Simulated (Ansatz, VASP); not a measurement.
## Rh in VASP and in Ansatz

The input INCAR:

```
  PREC = Accurate
  ENCUT = 600
  EDIFF = 1E-6
  ISMEAR = 0
  SIGMA = 0.1
  LREAL = F
  LASPH = T
  NELM = 100
  ALGO = Fast
  ISIF = 3
  LWAVE = F
  LCHARG = F
  GGA = PS
  IBRION = 2
  NSW = 90
  EDIFFG = -0.04
```

The input KPOINTS:

```
regular mesh
0
Gamma
  9 9 4
```

File POSCAR:

```
Rh
1.0
    2.7309790422      0.0000000000      0.0000000000
   -1.3654895211      2.3650972278      0.0000000000
    0.0000000000      0.0000000000      4.4284890000
Rh
2
Direct
    0.6666666700      0.3333333300      0.7500000000
    0.3333333300      0.6666666700      0.2500000000
```

Input for Ansatz:

```yaml
crystal:
  lattice:
    - [2.7309790422, 0.0, 0.0]
    - [-1.3654895211, 2.3650972278, 0.0]
    - [0.0, 0.0, 4.428489]
  atoms:
    - { symbol: Rh, position: [0.66666667, 0.33333333, 0.75] }
    - { symbol: Rh, position: [0.33333333, 0.66666667, 0.25] }
basis:
  ecutwfc: 420
kpoints:
  mp_grid: { grid: [9, 9, 4] }
hamiltonian:
  xc: pbesol
scf:
  occupations: { method: gaussian, width: 0.1 }
  lower_state_search: "off"
output:
  forces: true
  stress: true
  eigenvalues: true
relax:
  adjacent_minimum: "off"
  f_tol: 0.04
  max_steps: 70
  cell: { stress_tol: 0.4 }
```

Alike in both runs: task relaxation of cell and atoms; functional PBEsol; k mesh 9 × 9 × 4; occupations gaussian, width 0.1 eV; no spin polarisation.

```csv
,VASP,Ansatz
version,VASP 6.6.1,Ansatz 0.2.0
potentials or method,"VASP PAW PBE potentials, release 64 (Rh_pv), cutoff 600 eV","scalar-relativistic, plane waves, PAW"
valence electrons in the cell,30,34
```

VASP gave:

```
gap on the k mesh at the Fermi level, each at its own relaxed structure (eV) : none
relaxed volume (Å³/atom)                                                     : 13.52
relaxed cell length with the largest relative difference (Å)                 : 4.341
```

**Question.** Estimate Ansatz's values.

**Answer.** gap on the k mesh at the Fermi level, each at its own relaxed structure (eV): none; relaxed volume (Å³/atom): 13.52; relaxed cell length with the largest relative difference (Å): 4.338.

VASP's potentials were made for PBE, not for PBEsol. A gap of «none» marks a metal or a gap that the smearing closes. VASP's potentials hold 30 valence electrons a cell and Ansatz's 34, so a difference there can come from the potentials and not from the codes.
